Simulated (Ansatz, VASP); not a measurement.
One calculation of NbAg3Te3, two programs

The input INCAR:

```
PREC     = Accurate       # precision mode
ENCUT    = 600            # plane-wave cutoff, eV
EDIFF    = 1E-7           # SCF threshold, eV
ISMEAR   = 0              # smearing method
SIGMA    = 0.2            # smearing width, eV
LREAL    = False          # projectors in reciprocal space
LASPH    = True           # aspherical terms in the spheres
NELM     = 100            # most SCF steps
ALGO     = Fast           # electronic algorithm
ISIF     = 3              # what is computed and relaxed
LWAVE    = False          # write WAVECAR
LCHARG   = False          # write CHGCAR
GGA      = PE             # functional
IBRION   = 2              # ionic algorithm
NSW      = 36             # ionic steps
EDIFFG   = -0.08          # ionic threshold
```

KPOINTS

```
regular mesh
0
Gamma
  3 3 4
```

File POSCAR:

```
NbAg3Te3
1.0
    7.1470945900      0.0000000000      0.0000000000
   -3.5735472900      6.1895654800      0.0000000000
    0.0000000000      0.0000000000      4.3287280400
Nb Ag Te
1 3 3
Direct
    0.0000000000      0.0000000000      0.5000000000
    0.3333333300      0.6666666700      0.0000000000
    0.6666666700      0.3333333300      0.0000000000
    0.0000000000      0.0000000000      0.0000000000
    0.5000000000      0.0000000000      0.0000000000
    0.0000000000      0.5000000000      0.0000000000
    0.5000000000      0.5000000000      0.0000000000
```

Input for Ansatz:

```yaml
crystal:
  lattice:
    - [7.14709459, 0.0, 0.0]
    - [-3.57354729, 6.18956548, 0.0]
    - [0.0, 0.0, 4.32872804]
  atoms:
    - { symbol: Nb, position: [0.0, 0.0, 0.5] }
    - { symbol: Ag, position: [0.33333333, 0.66666667, 0.0] }
    - { symbol: Ag, position: [0.66666667, 0.33333333, 0.0] }
    - { symbol: Ag, position: [0.0, 0.0, 0.0] }
    - { symbol: Te, position: [0.5, 0.0, 0.0] }
    - { symbol: Te, position: [0.0, 0.5, 0.0] }
    - { symbol: Te, position: [0.5, 0.5, 0.0] }
basis:
  ecutwfc: 420
kpoints:
  mp_grid: { grid: [3, 3, 4] }
hamiltonian:
  xc: pbe
scf:
  occupations: { method: gaussian, width: 0.2 }
  lower_state_search: "off"
output:
  forces: true
  stress: true
  eigenvalues: true
relax:
  adjacent_minimum: "off"
  f_tol: 0.08
  max_steps: 16
  cell: { stress_tol: 0.8 }
```

Alike in both runs: task relaxation of cell and atoms; functional PBE; k mesh 3 × 3 × 4; occupations gaussian, width 0.2 eV; no spin polarisation.

```csv
,VASP,Ansatz
version,VASP 6.6.1,Ansatz 0.2.0
potentials or method,"VASP PAW PBE potentials, release 64 (Nb_sv, Ag, Te), cutoff 600 eV","scalar-relativistic, plane waves, PAW"
valence electrons in the cell,64,118
```

|  | VASP | Ansatz | Ansatz less VASP |
| --- | --- | --- | --- |
| gap on the k mesh at the Fermi level, each at its own relaxed structure (eV) | none | none | - |
| relaxed volume (Å³/atom) | 49.84 | 49.82 | -0.019 |
| relaxed cell length with the largest relative difference (Å) | 5.053 | 5.050 | -0.0028 |

A gap of «none» marks a metal or a gap that the smearing closes. VASP's potentials hold 64 valence electrons a cell and Ansatz's 118, so a difference there can come from the potentials and not from the codes.

The k mesh is coarse, so the values compare programs but aren't converged. Spin-orbit coupling is off throughout. Noted on VASP's run: the volume moved by over 15 % at a fixed basis, so the end points are rough.
